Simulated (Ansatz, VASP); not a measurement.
# Two plane-wave programs on Tl

```
Tl
1.0
     3.40140    0.00000    0.00000
    -1.70070    2.94570    0.00000
     0.00000    0.00000    5.44300
Tl
2
Direct
  0.33333 0.66667 0.25000
  0.66667 0.33333 0.75000
```

Alike in both runs: task single point; functional LDA; k mesh 15 × 15 × 9; occupations fermi-dirac, width 0.1 eV; no spin polarisation.

|  | VASP | Ansatz |
| --- | --- | --- |
| version | VASP 6.6.1 | Ansatz 0.2.0 |
| potentials or method | VASP PAW LDA potentials, release 64 (Tl_d), cutoff 520 eV | plane waves (420 eV) with PAW, scalar-relativistic |
| valence electrons in the cell | 26 | 26 |

```csv
,VASP,Ansatz,Ansatz less VASP
pressure (GPa),0.1,0.0,-0.10
"traceless stress, the component that is largest in VASP (GPa)",0.10,0.08,-0.021
```

Ansatz warns that its potentials were made for another functional, while VASP's fit it. LDA's correlation is that of Perdew and Zunger in VASP and of Perdew and Wang (1992) in Ansatz.

Neither program's run includes spin-orbit coupling.
